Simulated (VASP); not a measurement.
# SnO (P2_13) in VASP: single point with PBEsol

Aim: the single point of SnO with PBEsol.

Everything below comes from runs of VASP 6.6.1. Logs are shortened: lines on timing, memory, paths and dates and some standing lists are left out, and cuts for length are marked.

### Step 1. The cell of the first run

It takes space group P2_13 (No. 198, cubic). The conventional cell has a = 5.182 Å, b = 5.182 Å, c = 5.182 Å, α = 90.00°, β = 90.00°, γ = 90.00°. Sn (site symmetry 3) has 4 O at 2.04 to 2.43 Å within 2.7 Å. O (site symmetry 3) has 4 Sn at 2.04 to 2.43 Å within 2.7 Å.

### Step 2. Single point, PBEsol

Input file INCAR:

```
SYSTEM = SnO
PREC = Accurate
ENCUT = 520
EDIFF = 1E-6
ISMEAR = -1
SIGMA = 0.03
LREAL = .False.
LASPH = .True.
NELM = 60
ALGO = Normal
ISIF = 2
LWAVE = .False.
LCHARG = .False.
GGA = PS
NBANDS = 50
```

Input file KPOINTS:

```
Automatic mesh
0
Gamma
  4 4 4
  0 0 0
```

Input file POSCAR:

```
SnO
1.0
    5.1823066489      0.0000000000      0.0000000000
    0.0000000000      5.1823066489      0.0000000000
    0.0000000000      0.0000000000      5.1823066489
Sn O
4 4
Direct
    0.9615440205      0.5384559795      0.4615440205
    0.5384559795      0.4615440205      0.9615440205
    0.4615440205      0.9615440205      0.5384559795
    0.0384559795      0.0384559795      0.0384559795
    0.1887883788      0.3112116212      0.6887883788
    0.3112116212      0.6887883788      0.1887883788
    0.6887883788      0.1887883788      0.3112116212
    0.8112116212      0.8112116212      0.8112116212
```

Potentials or basis: VASP PAW PBE potentials, release 64 (Sn_d, O).

Run with:

```
$ cat potpaw_PBE.64/Sn_d/POTCAR potpaw_PBE.64/O/POTCAR > POTCAR
$ mpirun -np 1 vasp_std > vasp.out
```

OUTCAR:

```text
SYSTEM = SnO
   PREC = Accurate
   ENCUT = 520
   EDIFF = 1E-6
   ISMEAR = -1
   LREAL = .False.
   LASPH = .True.
   NELM = 60
   ISIF = 2
   GGA = PS

 ion  position               nearest neighbor table
   1  0.962  0.538  0.462-   5 2.04   6 2.43   7 2.43   8 2.43   3 3.42   4 3.42   2 3.42   2 3.42
                             4 3.42   3 3.42
   2  0.538  0.462  0.962-   6 2.04   5 2.43   7 2.43   8 2.43   3 3.42   4 3.42   1 3.42   1 3.42
                             3 3.42   4 3.42
   3  0.462  0.962  0.538-   7 2.04   6 2.43   5 2.43   8 2.43   2 3.42   4 3.42   1 3.42   4 3.42
                             2 3.42   1 3.42
   4  0.038  0.038  0.038-   8 2.04   6 2.43   7 2.43   5 2.43   2 3.42   3 3.42   1 3.42   3 3.42
                             1 3.42   2 3.42
   5  0.189  0.311  0.689-   1 2.04   2 2.43   3 2.43   4 2.43
   6  0.311  0.689  0.189-   2 2.04   1 2.43   3 2.43   4 2.43
   7  0.689  0.189  0.311-   3 2.04   2 2.43   1 2.43   4 2.43
   8  0.811  0.811  0.811-   4 2.04   2 2.43   3 2.43   1 2.43

  LATTYP: Found a simple cubic cell.
 ALAT       =     5.1823066489

  Lattice vectors:

 A1 = (   5.1823066489,   0.0000000000,   0.0000000000)
 A2 = (   0.0000000000,   5.1823066489,   0.0000000000)
 A3 = (   0.0000000000,   0.0000000000,   5.1823066489)

Analysis of symmetry for initial positions (statically):
=====================================================================
 Subroutine PRICEL returns:
 Original cell was already a primitive cell.

 Routine SETGRP: Setting up the symmetry group for a
 simple cubic supercell.

 Subroutine GETGRP returns: Found 12 space group operations
 (whereof  3 operations were pure point group operations)
 out of a pool of 48 trial point group operations.

The static configuration has the point symmetry C_3 .
 The point group associated with its full space group is T   .

Analysis of symmetry for dynamics (positions and initial velocities):
=====================================================================
 Subroutine PRICEL returns:
 Original cell was already a primitive cell.

 Routine SETGRP: Setting up the symmetry group for a
 simple cubic supercell.

 Subroutine GETGRP returns: Found 12 space group operations
 (whereof  3 operations were pure point group operations)
 out of a pool of 48 trial point group operations.

The dynamic configuration has the point symmetry C_3 .
 The point group associated with its full space group is T   .

 Subroutine INISYM returns: Found 12 space group operations
 (whereof  3 operations are pure point group operations),
[... 99 lines left out ...]
   NFREE  =      0    steps in history (QN), initial steepest desc. (CG)
   ISIF   =      2    stress and relaxation
   ISYM   =      2    0-nonsym 1-usesym 2-fastsym
   POTIM  = 0.5000    time-step for ionic-motion
   TEBEG  =    0.0;   TEEND  =   0.0 temperature during run
   PSTRESS=    0.0 pullay stress
   NELECT =      80.0000    total number of electrons
   NUPDOWN=      -1.0000    fix difference up-down
   EMIN   =  10.00;   EMAX   =-10.00  energy-range for DOS
   EFERMI =   0.00;   METHOD = LEGACY
   ISMEAR =    -1;   SIGMA  =   0.03  broadening in eV -4-tet -1-fermi 0-gaus
   EFERMI_NEDOS =   21; number of points for ismear=-14 and -15
   IALGO  =     38    algorithm
   IMIX   =      4    mixing-type and parameters
     AMIX     =   0.40;   BMIX     =  1.00
     AMIX_MAG =   1.60;   BMIX_MAG =  1.00
  volume/ion in A,a.u.               =      17.40       117.40
  Fermi-wavevector in a.u.,A,eV,Ry     =   1.361178  2.572254 25.208965  1.852807
  Thomas-Fermi vector in A             =   2.487777
   LORBIT       =      0    0 simple, 1 ext, 2 COOP (PROOUT), +10 PAW based schemes
   GGA     = PS    functional components
   LHFCALC =     F    Hartree Fock is set to
   AEXX    =    0.0000 exact exchange contribution
   IVDW    =     0    specifies the selected vdW correction
   LEPSILON=     F    determine dielectric tensor
   LRPA    =     F    only Hartree local field effects (RPA)
 non-spin polarized calculation
  energy-cutoff  :      520.00
  volume of cell :      139.18
 maximum number of plane-waves:      3840
 NGX is ok and might be reduce to    40
   NGX = 19   NGY = 19   NGZ = 19

 number of electron      79.9999961 magnetization

 Free energy of the ion-electron system (eV)
  ---------------------------------------------------
  ext. energy  EPLUGINS =         0.00000000
  ---------------------------------------------------
  free energy    TOTEN  =       -45.86416284 eV

  energy without entropy =      -45.86416284  energy(sigma->0) =      -45.86416284

 E-fermi :   6.8603     XC(G=0): -10.5966

 val. band max:        6.0774939158   @ k =   0.2500   0.2500   0.0000
 cond. band min:       7.5191078635   @ k =   0.2500   0.2500   0.2500
 fundamental gap:      1.4416139476
 Fermi energy:         6.8603240159

 k-point     1 :       0.0000    0.0000    0.0000
  band No.  band energies     occupation
      1     -14.8726      2.00000
      2     -14.8726      2.00000
      3     -14.8726      2.00000
      4     -14.6035      2.00000
      5     -14.6035      2.00000
      6     -14.6035      2.00000
[... 572 lines left out ...]
     49      13.8420      0.00000
     50      13.8420      0.00000

------------------------ aborting loop because EDIFF is reached ----------------------------------------

  FORCE on cell =-STRESS in cart. coord.  units (eV):
  Direction    XX          YY          ZZ          XY          YZ          ZX
  --------------------------------------------------------------------------------------
  -------------------------------------------------------------------------------------
  Total        0.0990780      0.0990780      0.0990780     -0.0000000     -0.0000000     -0.0000000
  in kB        1.1405613      1.1405613      1.1405613     -0.0000000     -0.0000000     -0.0000000
  external PRESSURE =       1.1405613 kB  Pullay stress =       0.0000000 kB

 VOLUME and BASIS-vectors are now :
 -----------------------------------------------------------------------------
  energy-cutoff  :      520.00
  volume of cell :      139.18
      direct lattice vectors                 reciprocal lattice vectors
     5.182306649  0.000000000  0.000000000     0.192964266  0.000000000  0.000000000
     0.000000000  5.182306649  0.000000000     0.000000000  0.192964266  0.000000000
     0.000000000  0.000000000  5.182306649     0.000000000  0.000000000  0.192964266

 POSITION                                       TOTAL-FORCE (eV/Angst)
 -----------------------------------------------------------------------------------
      4.98302      2.79044      2.39186        -0.034620      0.034620     -0.034620
      2.79044      2.39186      4.98302         0.034620     -0.034620     -0.034620
      2.39186      4.98302      2.79044        -0.034620     -0.034620      0.034620
      0.19929      0.19929      0.19929         0.034620      0.034620      0.034620
      0.97836      1.61279      3.56951         0.022328     -0.022328      0.022328
      1.61279      3.56951      0.97836        -0.022328      0.022328      0.022328
      3.56951      0.97836      1.61279         0.022328      0.022328     -0.022328
      4.20395      4.20395      4.20395        -0.022328     -0.022328     -0.022328
 -----------------------------------------------------------------------------------
    total drift:                               -0.000000     -0.000000      0.000000

  FREE ENERGIE OF THE ION-ELECTRON SYSTEM (eV)
  ---------------------------------------------------
  free  energy   TOTEN  =       -45.8641628393 eV

  energy  without entropy=      -45.8641628392  energy(sigma->0) =      -45.86416284
```

stdout:

```text
POSCAR found type information on POSCAR SnO
 POSCAR found :  2 types and       8 ions
 scaLAPACK will be used
 -----------------------------------------------------------------------------
|                                                                             |
|                                                                             |
|     You enforced a specific xc type in the INCAR file but a different       |
|     I HOPE YOU KNOW WHAT YOU ARE DOING!                                     |
|                                                                             |
 -----------------------------------------------------------------------------

 LDA part: xc-table for (Slater+PW92), standard interpolation
 POSCAR, INCAR and KPOINTS ok, starting setup
 FFT: planning ... GRIDC
 FFT: planning ... GRID_SOFT
 FFT: planning ... GRID
 WAVECAR not read
 entering main loop
```

Wall time 55 s (1 thread of AMD EPYC 9R14 (Zen 4), shared host); peak memory 0.22 GiB.

What came out:

```
Free energy            : -45.8642 eV
Pressure               : 0.1 GPa
Largest force          : 0.060 eV/Å
Band gap on the k mesh : 1.44 eV, indirect (least direct gap 1.53 eV)
```

Forces in eV/Å, atoms in the order of the input:
```
Sn  -0.035  0.035 -0.035
Sn   0.035 -0.035 -0.035
Sn  -0.035 -0.035  0.035
Sn   0.035  0.035  0.035
O    0.022 -0.022  0.022
O   -0.022  0.022  0.022
O    0.022  0.022 -0.022
O   -0.022 -0.022 -0.022
```

Levels at points of the mesh, in eV from the valence-band top:
| k point | band 37 | band 38 | band 39 | band 40 | band 41 | band 42 | band 43 | band 44 |
| --- | --- | --- | --- | --- | --- | --- | --- | --- |
| (0.00, 0.00, 0.00) | -2.52 | -0.48 | -0.48 | -0.48 | 2.32 | 2.32 | 2.32 | 3.76 |
| (0.50, 0.00, 0.00) | -1.11 | -1.11 | -0.04 | -0.04 | 2.46 | 2.46 | 3.51 | 3.51 |
| (0.50, 0.50, 0.00) | -0.87 | -0.87 | -0.29 | -0.29 | 3.04 | 3.04 | 3.33 | 3.33 |
| (0.50, 0.50, 0.50) | -1.02 | -1.02 | -1.02 | -1.02 | 2.42 | 2.42 | 2.42 | 2.42 |

Caveat: the PAW data sets were made with another functional, which shifts forces and pressure a little; spin-orbit coupling is left out, which moves the levels of the heavy elements.
